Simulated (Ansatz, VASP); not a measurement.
# Cr in VASP and in Ansatz

```
Cr
1.0
    -2.24615    2.24615    1.22416
     2.24615   -2.24615    1.22416
     2.24615    2.24615   -1.22416
Cr
2
Cartesian
  0.0000 0.0000 0.0000
  0.0000 2.2461 0.6121
```

Alike in both runs: functional PBE; k mesh 8 × 8 × 8; occupations gaussian, width 0.1 eV; no spin polarisation.

Ansatz relaxed the structure, and its values are those at the end. VASP's run is a single point on that final structure, the one shown.

|  | VASP | Ansatz |
| --- | --- | --- |
| version | VASP 6.6.1 | Ansatz 0.2.0 |
| potentials or method | VASP PAW PBE potentials, release 64 (Cr_pv), cutoff 520 eV | scalar-relativistic, plane waves, PAW |
| valence electrons in the cell | 24 | 28 |

Ansatz gave:

```
gap on the k mesh at the Fermi level (eV) : none
pressure (GPa)                            : 0.0
```

Problem. Estimate VASP's values.

Solution. gap on the k mesh at the Fermi level (eV): none; pressure (GPa): -0.2.

A gap of «none» marks a metal or a gap that the smearing closes. With one functional, cell and mesh, what is left measures potentials, basis and numerics. VASP's potentials hold 24 valence electrons a cell and Ansatz's 28, so a difference there can come from the potentials and not from the codes.

The k mesh is coarse, so the values compare programs but aren't converged.
